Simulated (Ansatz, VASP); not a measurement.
Br: VASP beside Ansatz

Contents of INCAR:

```
  PREC = Accurate
  ENCUT = 520
  EDIFF = 1E-6
  ISMEAR = -1
  SIGMA = 0.08
  LREAL = False
  LASPH = True
  NELM = 80
  ALGO = Normal
  ISIF = 2
  LWAVE = False
  LCHARG = False
  GGA = PE
  NBANDS = 14
```

The input KPOINTS:

```
Automatic mesh
0
Gamma
  11 11 11
```

File POSCAR:

```
Br
1.0
    0.0000000000      3.4472596990      3.4472596990
    3.4472596990      0.0000000000      3.4472596990
    3.4472596990      3.4472596990      0.0000000000
Br
2
Direct
   -0.1250000000     -0.1250000000     -0.1250000000
    0.1250000000      0.1250000000      0.1250000000
```

Input for Ansatz:

```yaml
crystal:
  lattice:
    - [0.0, 3.447259699, 3.447259699]
    - [3.447259699, 0.0, 3.447259699]
    - [3.447259699, 3.447259699, 0.0]
  atoms:
    - { symbol: Br, position: [-0.125, -0.125, -0.125] }
    - { symbol: Br, position: [0.125, 0.125, 0.125] }
kpoints:
  mp_grid: { grid: [11, 11, 11] }
scf:
  occupations: { method: fermi_dirac, width: 0.08 }
hamiltonian:
  xc: pbe
  pseudopotentials: { kind: all_electron, lapw: { basis_error: 0.001 } }
output:
  forces: true
  stress: true
  eigenvalues: true
  populations: true
```

Change from the starting cell: volume scaled by 0.95, LAPW.

Alike in both runs: task single point; functional PBE; k mesh 11 × 11 × 11; occupations fermi-dirac, width 0.08 eV; no spin polarisation.

|  | VASP | Ansatz |
| --- | --- | --- |
| version | VASP 6.6.1 | Ansatz 0.2.0 |
| potentials or method | VASP PAW PBE potentials, release 64 (Br), cutoff 520 eV | all-electron LAPW, scalar-relativistic |

```tsv
	VASP	Ansatz	Ansatz less VASP
pressure (GPa)	0.9	0.9	0.00
```

Ansatz ran all-electron here, and VASP with PAW potentials.
